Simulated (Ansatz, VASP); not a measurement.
# CuPd in VASP and in Ansatz

```
Cu Pd
1.0
     2.93294    0.00000    0.00000
     0.00000    2.93294    0.00000
     0.00000    0.00000    2.93294
Cu Pd
1 1
Direct
  0.00000 0.00000 0.00000
  0.50000 0.50000 0.50000
```

Alike in both runs: functional LDA; k mesh 6 × 6 × 6; occupations gaussian, width 0.1 eV; no spin polarisation.

Ansatz relaxed the structure, and its values are those at the end. VASP's run is a single point on that final structure, the one shown.

|  | VASP | Ansatz |
| --- | --- | --- |
| version | VASP 6.6.1 | Ansatz 0.2.0 |
| potentials or method | VASP PAW LDA potentials, release 64 (Cu, Pd), cutoff 600 eV | scalar-relativistic, plane waves, PAW |
| valence electrons in the cell | 21 | 37 |

VASP gave:

- gap on the k mesh at the Fermi level (eV): none
- pressure (GPa): 0.6

Estimate Ansatz's values.

gap on the k mesh at the Fermi level (eV): none; pressure (GPa): -0.1.

LDA's correlation is that of Perdew and Zunger in VASP and of Perdew and Wang (1992) in Ansatz. A gap of «none» marks a metal or a gap that the smearing closes. VASP's potentials hold 21 valence electrons a cell and Ansatz's 37, so a difference there can come from the potentials and not from the codes.
